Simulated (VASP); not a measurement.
# SnPb5O6 (P4mm) in VASP: further runs

Runs on SnPb5O6. Level: PBE. Tasks: single point, relaxation of cell and atoms.

Everything below comes from runs of VASP 6.6.1. Logs are shortened: lines on timing, memory, paths and dates and some standing lists are left out, and cuts for length are marked.

## 1. The cell of the first run

It takes space group P4mm (No. 99, tetragonal). The conventional cell has a = 4.020 Å, b = 4.020 Å, c = 16.545 Å, α = 90.00°, β = 90.00°, γ = 90.00°. Within 3.0 Å of Sn (site symmetry 4mm) lie 4 O at 2.28 Å. Pb (site symmetry 4mm) has 4 O at 2.34 Å within 3.1 Å. Within 3.1 Å of Pb (site symmetry 4mm) lie 4 O at 2.34 Å. Within 3.1 Å of Pb (site symmetry 4mm) lie 4 O at 2.35 Å. Pb (site symmetry 4mm) has 4 O at 2.35 Å within 3.1 Å. Pb (site symmetry 4mm) has 4 O at 2.35 Å within 3.1 Å. O (site symmetry 2mm) has 4 Pb at 2.34 to 2.35 Å and 4 O at 2.84 Å within 3.1 Å. Within 3.1 Å of O (site symmetry 2mm) lie 4 Pb at 2.34 to 2.35 Å and 4 O at 2.84 Å.

## 2. Single point, PBE

Contents of INCAR:

```
SYSTEM = SnPb5O6
ALGO     = Normal         ! electronic algorithm
EDIFF    = 1E-6           ! SCF threshold, eV
ENCUT    = 520            ! plane-wave cutoff, eV
GGA      = PE             ! functional
ISIF     = 2              ! what is computed and relaxed
ISMEAR   = 0              ! smearing method
LASPH    = .TRUE.         ! aspherical terms in the spheres
LCHARG   = .FALSE.        ! write CHGCAR
LREAL    = .FALSE.        ! projectors in reciprocal space
LWAVE    = .FALSE.        ! write WAVECAR
NBANDS   = 72             ! bands
NELM     = 60             ! most SCF steps
PREC     = Accurate       ! precision mode
SIGMA    = 0.02           ! smearing width, eV
```

Contents of KPOINTS:

```
k-points
0
G
  8 8 2
  0 0 0
```

Contents of POSCAR:

```
SnPb5O6
1.0
    4.0199845773      0.0000000000      0.0000000000
    0.0000000000      4.0199845773      0.0000000000
    0.0000000000      0.0000000000     16.5446895177
Sn Pb O
1 5 6
Direct
    0.0000000000      0.0000000000      0.7391968143
    0.0000000000      0.0000000000      0.0667047107
    0.0000000000      0.0000000000      0.4065098028
    0.5000000000      0.5000000000      0.2609494227
    0.5000000000      0.5000000000      0.5994165409
    0.5000000000      0.5000000000      0.9211812655
    0.0000000000      0.5000000000      0.9948763014
    0.0000000000      0.5000000000      0.3346364268
    0.0000000000      0.5000000000      0.6735079933
    0.5000000000      0.0000000000      0.9948763014
    0.5000000000      0.0000000000      0.3346364268
    0.5000000000      0.0000000000      0.6735079933
```

Potentials or basis: VASP PAW PBE potentials, release 64 (Sn_d, Pb_d, O).

On the command line:

```sh
$ cat potpaw_PBE.64/Sn_d/POTCAR potpaw_PBE.64/Pb_d/POTCAR potpaw_PBE.64/O/POTCAR > POTCAR
$ mpirun -np 1 vasp_std > vasp.out
```

OUTCAR:

```text
SYSTEM = SnPb5O6
   EDIFF = 1E-6
   ENCUT = 520
   GGA = PE
   ISIF = 2
   ISMEAR = 0
   LASPH = .TRUE.
   LREAL = .FALSE.
   NELM = 60
   PREC = Accurate

 ion  position               nearest neighbor table
   1  0.000  0.000  0.739-   9 2.28  12 2.28   9 2.28  12 2.28   5 3.66   5 3.66   5 3.66   5 3.66

   2  0.000  0.000  0.067-   7 2.34  10 2.34   7 2.34  10 2.34   6 3.73   6 3.73   6 3.73   6 3.73

   3  0.000  0.000  0.407-   8 2.34  11 2.34   8 2.34  11 2.34   4 3.73   4 3.73   4 3.73   4 3.73

   4  0.500  0.500  0.261-   8 2.35  11 2.35  11 2.35   8 2.35   3 3.73   3 3.73   3 3.73   3 3.73

   5  0.500  0.500  0.599-   9 2.35  12 2.35  12 2.35   9 2.35   1 3.66   1 3.66   1 3.66   1 3.66

   6  0.500  0.500  0.921-   7 2.35  10 2.35  10 2.35   7 2.35   2 3.73   2 3.73   2 3.73   2 3.73

   7  0.000  0.500  0.995-   2 2.34   2 2.34   6 2.35   6 2.35
   8  0.000  0.500  0.335-   3 2.34   3 2.34   4 2.35   4 2.35
   9  0.000  0.500  0.674-   1 2.28   1 2.28   5 2.35   5 2.35
  10  0.500  0.000  0.995-   2 2.34   2 2.34   6 2.35   6 2.35
  11  0.500  0.000  0.335-   3 2.34   3 2.34   4 2.35   4 2.35
  12  0.500  0.000  0.674-   1 2.28   1 2.28   5 2.35   5 2.35

  LATTYP: Found a simple tetragonal cell.
 ALAT       =     4.0199845773
 C/A-ratio  =     4.1156101969

  Lattice vectors:

 A1 = (   4.0199845773,   0.0000000000,   0.0000000000)
 A2 = (   0.0000000000,   4.0199845773,   0.0000000000)
 A3 = (   0.0000000000,   0.0000000000,  16.5446895177)

Analysis of symmetry for initial positions (statically):
=====================================================================
 Subroutine PRICEL returns:
 Original cell was already a primitive cell.

 Routine SETGRP: Setting up the symmetry group for a
 simple tetragonal supercell.

 Subroutine GETGRP returns: Found  8 space group operations
 (whereof  8 operations were pure point group operations)
 out of a pool of 16 trial point group operations.

The static configuration has the point symmetry C_4v.

Analysis of symmetry for dynamics (positions and initial velocities):
=====================================================================
 Subroutine PRICEL returns:
 Original cell was already a primitive cell.

 Routine SETGRP: Setting up the symmetry group for a
 simple tetragonal supercell.

 Subroutine GETGRP returns: Found  8 space group operations
 (whereof  8 operations were pure point group operations)
 out of a pool of 16 trial point group operations.

The dynamic configuration has the point symmetry C_4v.

 Subroutine INISYM returns: Found  8 space group operations
 (whereof  8 operations are pure point group operations),
 and found     1 'primitive' translations

----------------------------------------------------------------------------------------

                                     Primitive cell

  volume of cell :     267.3667

  direct lattice vectors                    reciprocal lattice vectors
     4.019984577  0.000000000  0.000000000     0.248757173  0.000000000  0.000000000
     0.000000000  4.019984577  0.000000000     0.000000000  0.248757173  0.000000000
     0.000000000  0.000000000 16.544689518     0.000000000  0.000000000  0.060442355

  length of vectors
     4.019984577  4.019984577 16.544689518     0.248757173  0.248757173  0.060442355

  position of ions in fractional coordinates (direct lattice)
     0.000000000  0.000000000  0.739196814
     0.000000000  0.000000000  0.066704711
     0.000000000  0.000000000  0.406509803
     0.500000000  0.500000000  0.260949423
     0.500000000  0.500000000  0.599416541
     0.500000000  0.500000000  0.921181266
     0.000000000  0.500000000  0.994876301
     0.000000000  0.500000000  0.334636427
     0.000000000  0.500000000  0.673507993
     0.500000000  0.000000000  0.994876301
     0.500000000  0.000000000  0.334636427
     0.500000000  0.000000000  0.673507993

  ion indices of the primitive-cell ions
   primitive index   ion index
                 1           1
                 2           2
                 3           3
[... 48 lines left out ...]
   IMIX   =      4    mixing-type and parameters
     AMIX     =   0.40;   BMIX     =  1.00
     AMIX_MAG =   1.60;   BMIX_MAG =  1.00
  volume/ion in A,a.u.               =      22.28       150.36
  Fermi-wavevector in a.u.,A,eV,Ry     =   1.253428  2.368636 21.375870  1.571082
  Thomas-Fermi vector in A             =   2.387281
   LORBIT       =      0    0 simple, 1 ext, 2 COOP (PROOUT), +10 PAW based schemes
   GGA     = PE    functional components
   LHFCALC =     F    Hartree Fock is set to
   AEXX    =    0.0000 exact exchange contribution
   IVDW    =     0    specifies the selected vdW correction
   LEPSILON=     F    determine dielectric tensor
   LRPA    =     F    only Hartree local field effects (RPA)
 non-spin polarized calculation
 Gauss-broadening in eV      SIGMA  =   0.02
  energy-cutoff  :      520.00
  volume of cell :      267.37
 maximum number of plane-waves:      7267
 NGX is ok and might be reduce to    30
   NGX = 15   NGY = 15   NGZ = 61

 number of electron     120.0000011 magnetization

 Free energy of the ion-electron system (eV)
  ---------------------------------------------------
  ext. energy  EPLUGINS =         0.00000000
  ---------------------------------------------------
  free energy    TOTEN  =       -65.10266527 eV

  energy without entropy =      -65.10266527  energy(sigma->0) =      -65.10266527

 E-fermi :   4.2818     XC(G=0):  -9.1307

 val. band max:        4.1595962936   @ k =   0.1250   0.0000   0.0000
 cond. band min:       5.6491254375   @ k =   0.0000   0.0000   0.0000
 fundamental gap:      1.4895291438
 Fermi energy:         4.2817774005

 k-point     1 :       0.0000    0.0000    0.0000
  band No.  band energies     occupation
      1     -16.7527      2.00000
      2     -16.5608      2.00000
      3     -16.5602      2.00000
      4     -16.5602      2.00000
      5     -16.5410      2.00000
      6     -14.4398      2.00000
[... 64 lines left out ...]
     71       9.8800      0.00000
     72       9.8802      0.00000
[... 1723 lines left out ...]
     71       9.8782      0.00000
     72       9.9542      0.00000

 [... further k-points ...]

------------------------ aborting loop because EDIFF is reached ----------------------------------------

  FORCE on cell =-STRESS in cart. coord.  units (eV):
  Direction    XX          YY          ZZ          XY          YZ          ZX
  --------------------------------------------------------------------------------------
  -------------------------------------------------------------------------------------
  Total        0.1539965      0.1539965      0.1414254      0.0000000      0.0000000      0.0000000
  in kB        0.9228135      0.9228135      0.8474820      0.0000000      0.0000000      0.0000000
  external PRESSURE =       0.8977030 kB  Pullay stress =       0.0000000 kB

 VOLUME and BASIS-vectors are now :
 -----------------------------------------------------------------------------
  energy-cutoff  :      520.00
  volume of cell :      267.37
      direct lattice vectors                 reciprocal lattice vectors
     4.019984577  0.000000000  0.000000000     0.248757173  0.000000000  0.000000000
     0.000000000  4.019984577  0.000000000     0.000000000  0.248757173  0.000000000
     0.000000000  0.000000000 16.544689518     0.000000000  0.000000000  0.060442355

 POSITION                                       TOTAL-FORCE (eV/Angst)
 -----------------------------------------------------------------------------------
      0.00000      0.00000     12.22978         0.000000      0.000000      0.062103
      0.00000      0.00000      1.10361         0.000000      0.000000      0.037807
      0.00000      0.00000      6.72558        -0.000000     -0.000000      0.039539
      2.00999      2.00999      4.31733         0.000000      0.000000     -0.040606
      2.00999      2.00999      9.91716         0.000000     -0.000000     -0.042125
      2.00999      2.00999     15.24066         0.000000      0.000000     -0.041895
      0.00000      2.00999     16.45992        -0.000000      0.000000      0.001874
      0.00000      2.00999      5.53646         0.000000     -0.000000      0.000558
      0.00000      2.00999     11.14298         0.000000     -0.000000     -0.009844
      2.00999      0.00000     16.45992         0.000000     -0.000000      0.001874
      2.00999      0.00000      5.53646         0.000000     -0.000000      0.000558
      2.00999      0.00000     11.14298         0.000000     -0.000000     -0.009844
 -----------------------------------------------------------------------------------
    total drift:                                0.000000     -0.000000     -0.000881

  FREE ENERGIE OF THE ION-ELECTRON SYSTEM (eV)
  ---------------------------------------------------
  free  energy   TOTEN  =       -65.1026652654 eV

  energy  without entropy=      -65.1026652654  energy(sigma->0) =      -65.10266527
```

Wall time 30 min (1 thread of Intel Xeon 8259CL, shared host); peak memory 0.63 GiB.

What came out:

* Free energy: -65.1027 eV
* Pressure: 0.1 GPa
* Largest force: 0.062 eV/Å
* Band gap on the k mesh: 1.49 eV (least direct gap 1.50 eV)

Forces in eV/Å, atoms in the order of the input:
```
Sn   0.000  0.000  0.062
Pb   0.000  0.000  0.038
Pb   0.000  0.000  0.040
Pb   0.000  0.000 -0.041
Pb   0.000  0.000 -0.042
Pb   0.000  0.000 -0.042
O    0.000  0.000  0.002
O    0.000  0.000  0.001
O    0.000  0.000 -0.010
O    0.000  0.000  0.002
O    0.000  0.000  0.001
O    0.000  0.000 -0.010
```

Levels at points of the mesh, in eV from the valence-band top:
```
           k point  band 58  band 59  band 60  band 61  band 62  band 63
(0.00, 0.00, 0.00)    -0.84    -0.69    -0.01     1.49     1.85     1.90
(0.50, 0.00, 0.00)    -1.09    -1.01    -0.86     2.40     2.59     2.84
(0.50, 0.50, 0.00)    -1.07    -0.71    -0.68     1.50     1.50     2.57
(0.00, 0.00, 0.50)    -1.03    -0.43    -0.09     1.49     1.84     1.90
(0.50, 0.00, 0.50)    -1.16    -1.00    -0.83     2.39     2.58     2.85
(0.50, 0.50, 0.50)    -1.07    -0.71    -0.68     1.65     1.65     1.97
```

Caveat: spin-orbit coupling is left out, which moves the levels of the heavy elements.

## 3. Relaxation of cell and atoms, PBE

This run uses another cell than the first one, of 19.78 Å³/atom.

Contents of INCAR:

```
ALGO     = Normal         # electronic algorithm
EDIFF    = 1E-6           # SCF threshold, eV
EDIFFG   = -0.04          # ionic threshold
ENCUT    = 600            # plane-wave cutoff, eV
GGA      = PE             # functional
IBRION   = 2              # ionic algorithm
ISIF     = 3              # what is computed and relaxed
ISMEAR   = 0              # smearing method
LASPH    = True           # aspherical terms in the spheres
LCHARG   = False          # write CHGCAR
LREAL    = False          # projectors in reciprocal space
LWAVE    = False          # write WAVECAR
NELM     = 100            # most SCF steps
NSW      = 90             # ionic steps
PREC     = Accurate       # precision mode
SIGMA    = 0.1            # smearing width, eV
```

Contents of KPOINTS:

```
k-points
0
Gamma
  4 4 1
```

Contents of POSCAR:

```
SnPb5O6
1.0
    3.9795561700      0.0000000000      0.0000000000
    0.0000000000      3.9795561700      0.0000000000
    0.0000000000      0.0000000000     14.9906596000
Sn Pb O
1 5 6
Direct
    0.0000000000      0.0000000000      0.7466666600
    0.0000000000      0.0000000000      0.0800000000
    0.0000000000      0.0000000000      0.4133333300
    0.5000000000      0.5000000000      0.2533333400
    0.5000000000      0.5000000000      0.5866666700
    0.5000000000      0.5000000000      0.9200000000
    0.0000000000      0.5000000000      0.0000000000
    0.0000000000      0.5000000000      0.3333333300
    0.0000000000      0.5000000000      0.6666666700
    0.5000000000      0.0000000000      0.0000000000
    0.5000000000      0.0000000000      0.3333333300
    0.5000000000      0.0000000000      0.6666666700
```

Potentials or basis: VASP PAW PBE potentials, release 64 (Sn_d, Pb_d, O).

On the command line:

```sh
$ cat potpaw_PBE.64/Sn_d/POTCAR potpaw_PBE.64/Pb_d/POTCAR potpaw_PBE.64/O/POTCAR > POTCAR
$ mpirun -np 1 vasp_std > vasp.out
```

Run time: 41 min. Hardware: 1 thread of Intel Xeon 8259CL, shared host; peak memory 0.43 GiB.

The run converged. Its results:

```yaml
Free_energy: -65.0780 eV
Relaxed_volume: 22.11 Å³/atom
Relaxed_cell: a = 4.022 Å, b = 4.022 Å, c = 16.399 Å, α = 90.00°, β = 90.00°, γ = 90.00°
Space_group_after_relaxing_to_0.1_Å: P4mm (No. 99)
Energy_gained_by_relaxing: 18.8 meV/atom
Ionic_steps: 16
Pressure_after_relaxing: 0.0 GPa
Largest_force_after_relaxing: 0.019 eV/Å
Band_gap_on_the_k_mesh: 1.47 eV (least direct gap 1.55 eV)
```

Forces on the atoms (eV/Å):
```
Sn   0.000  0.000 -0.007
Pb   0.000  0.000 -0.018
Pb   0.000  0.000 -0.009
Pb   0.000  0.000  0.014
Pb   0.000  0.000  0.019
Pb   0.000  0.000  0.006
O    0.000  0.000 -0.013
O    0.000  0.000  0.000
O    0.000  0.000  0.010
O    0.000  0.000 -0.013
O    0.000  0.000  0.000
O    0.000  0.000  0.010
```

Step by step:
```
step  energy change (eV)  largest force (eV/Å)  pressure (GPa)  volume (Å³)
   1              0.0000                1.1937            2.12       237.41
   2             -0.1106                0.5992           -0.81       246.49
   3             -0.1114                0.6458           -0.60       245.74
   4             -0.1501                0.2288            0.38       245.80
   5             -0.1502                0.2103            0.43       245.81
   6             -0.1631                0.1259            0.29       247.76
   7             -0.1745                0.2100           -0.02       252.24
   8             -0.1837                0.1755           -0.05       253.52
   9             -0.2032                0.0983           -0.11       257.37
  10             -0.2075                0.3575           -0.10       265.04
  11             -0.2112                0.2234           -0.11       262.08
  12             -0.2214                0.1308           -0.04       263.52
  13             -0.2252                0.0544            0.05       265.46
  14             -0.2255                0.0479            0.02       265.12
  15             -0.2255                0.0468            0.03       265.06
  16             -0.2257                0.0188           -0.04       265.31
```

Final structure:
```
Sn Pb O
1.0
     4.02225    0.00000    0.00000
     0.00000    4.02225    0.00000
     0.00000    0.00000   16.39920
Sn Pb O
1 5 6
Cartesian
  0.0000 0.0000 12.0745
  0.0000 0.0000 1.1765
  0.0000 0.0000 6.6675
  2.0111 2.0111 4.2580
  2.0111 2.0111 9.7555
  2.0111 2.0111 15.1643
  0.0000 2.0111 16.3871
  0.0000 2.0111 5.4785
  0.0000 2.0111 10.9835
  2.0111 0.0000 16.3871
  2.0111 0.0000 5.4785
  2.0111 0.0000 10.9835
```

Levels at points of the mesh, in eV from the valence-band top:
```csv
k point,band 56,band 57,band 58,band 59,band 60,band 61,band 62,band 63,band 64,band 65
"(0.00, 0.00, 0.00)",-1.29,-1.29,-0.81,-0.66,0.00,1.55,1.88,1.93,4.23,4.26
"(0.50, 0.00, 0.00)",-1.51,-1.34,-1.06,-0.99,-0.86,2.46,2.64,2.91,2.99,3.14
"(0.50, 0.50, 0.00)",-1.18,-1.07,-1.04,-0.70,-0.67,1.47,1.47,2.53,2.53,2.67
```

Caveat: spin-orbit coupling is left out, which moves the levels of the heavy elements; an odd mesh through Γ misses points on the zone boundary, where band edges can lie.

## 4. Single point, PBE

This run uses another cell than the first one, of 19.78 Å³/atom.

Contents of INCAR:

```
PREC = Accurate
ENCUT = 520
EDIFF = 1E-6
ISMEAR = 0
SIGMA = 0.1
LREAL = F
LASPH = T
NELM = 60
ALGO = Normal
ISIF = 2
LWAVE = F
LCHARG = F
GGA = PE
NBANDS = 72
```

Contents of KPOINTS:

```
regular mesh
0
Gamma
  4 4 1
```

POSCAR is that of step 3.

On the command line:

```sh
$ cat potpaw_PBE.64/Sn_d/POTCAR potpaw_PBE.64/Pb_d/POTCAR potpaw_PBE.64/O/POTCAR > POTCAR
$ mpirun -np 1 vasp_std > vasp.out
```

It took 3.1 min on 1 thread of Intel Xeon 8259CL, shared host; peak memory 0.35 GiB.

Results (log left out):

| Item | Value |
| --- | --- |
| Free energy | -64.8391 eV |
| Pressure | 2.2 GPa |
| Largest force | 1.192 eV/Å |
| Band gap on the k mesh | 0.99 eV (least direct gap 1.89 eV) |

Forces on the atoms (eV/Å):
```
Sn   0.000  0.000 -1.192
Pb   0.000  0.000  0.024
Pb   0.000  0.000  0.039
Pb   0.000  0.000 -0.224
Pb   0.000  0.000 -0.139
Pb   0.000  0.000 -0.283
O    0.000  0.000  0.095
O    0.000  0.000  0.094
O    0.000  0.000  0.700
O    0.000  0.000  0.095
O    0.000  0.000  0.094
O    0.000  0.000  0.700
```

Stress tensor (GPa, compression positive):
```
2.43 0.00 0.00
0.00 2.43 0.00
0.00 0.00 1.62
```

Levels at points of the mesh, in eV from the valence-band top:
```tsv
k point	band 56	band 57	band 58	band 59	band 60	band 61	band 62	band 63	band 64	band 65
(0.00, 0.00, 0.00)	-1.55	-1.55	-0.77	-0.66	0.00	1.89	2.02	2.34	3.90	3.90
(0.50, 0.00, 0.00)	-1.75	-1.30	-1.24	-1.15	-1.09	2.92	2.94	3.04	3.19	3.28
(0.50, 0.50, 0.00)	-1.30	-1.13	-1.12	-0.92	-0.92	0.99	0.99	2.36	2.36	2.41
```

Caveat: spin-orbit coupling is left out, which moves the levels of the heavy elements; an odd mesh through Γ misses points on the zone boundary, where band edges can lie; forces of over 1 eV/Å act on the atoms, so gaps and moduli don't describe the material at rest.

## 5. Summary

```csv
task,cell,k mesh,cutoff (eV),smearing,gap on the mesh (eV),pressure (GPa),largest force (eV/Å)
single point,"a = 4.020, b = 4.020, c = 16.545 Å, 12 atoms, atomic positions A",8 × 8 × 2,520,gaussian 0.02 eV,1.49,0.1,0.06
relaxation of cell and atoms,"relaxed from a = 3.980, b = 3.980, c = 14.991 Å, 12 atoms, atomic positions B",4 × 4 × 1,600,gaussian 0.1 eV,1.47,0.0,0.02
single point,"a = 3.980, b = 3.980, c = 14.991 Å, 12 atoms, atomic positions B",4 × 4 × 1,520,gaussian 0.1 eV,0.99,2.2,1.19
```

Alike in all rows: level PBE; potentials or basis VASP PAW PBE potentials, release 64 (Sn_d, Pb_d, O); no spin polarisation.

Caveats: spin-orbit coupling is left out, which moves the levels of the heavy elements; an odd mesh through Γ misses points on the zone boundary, where band edges can lie (at least some runs); forces of over 1 eV/Å act on the atoms, so gaps and moduli don't describe the material at rest (at least some runs).

Total energies depend on the potentials used, so only differences within one code and one set of settings carry meaning.
